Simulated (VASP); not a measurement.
The system is NbCu.

```
Nb Cu
1.0
     0.00000    2.56221    2.56221
     2.56221    0.00000    2.56221
     2.56221    2.56221    0.00000
Nb Cu
1 1
Direct
  0.00000 0.00000 0.00000
  0.50000 0.50000 0.50000
```

| Quantity | Value |
| --- | --- |
| Program | VASP 6.6.1 |
| Task | relaxation of cell and atoms |
| Functional | BLYP |
| Potentials or basis | VASP PAW PBE potentials, release 64 (Nb_sv, Cu) |
| Cutoff | 600 eV |
| k mesh | 9 × 9 × 9 |
| Occupations | fermi-dirac, width 0.05 eV |
| Spin | no spin polarisation |

At the start: pressure 6.5 GPa; volume 16.82 Å³/atom.

Problem. How do energy, volume and symmetry change on relaxing?

Solution. Over 3 steps the energy falls by 15.6 meV/atom and the volume is 17.63 Å³/atom (+4.8 %); space group Fm-3m (No. 225, to 0.1 Å) before and after.

Step by step:
| step | energy change (eV) | largest force (eV/Å) | pressure (GPa) | volume (Å³) |
| --- | --- | --- | --- | --- |
| 1 | 0.0000 | 0.0000 | 6.48 | 33.64 |
| 2 | 0.0018 | 0.0000 | -5.58 | 37.07 |
| 3 | -0.0313 | 0.0000 | 0.04 | 35.27 |

Final structure:
```
CELL_PARAMETERS angstrom
0.00000 2.60283 2.60283
2.60283 0.00000 2.60283
2.60283 2.60283 0.00000
ATOMIC_POSITIONS crystal
Nb 0.00000 0.00000 0.00000
Cu 0.50000 0.50000 0.50000
```

Caveat: the PAW data sets were made with another functional, which shifts forces and pressure a little.
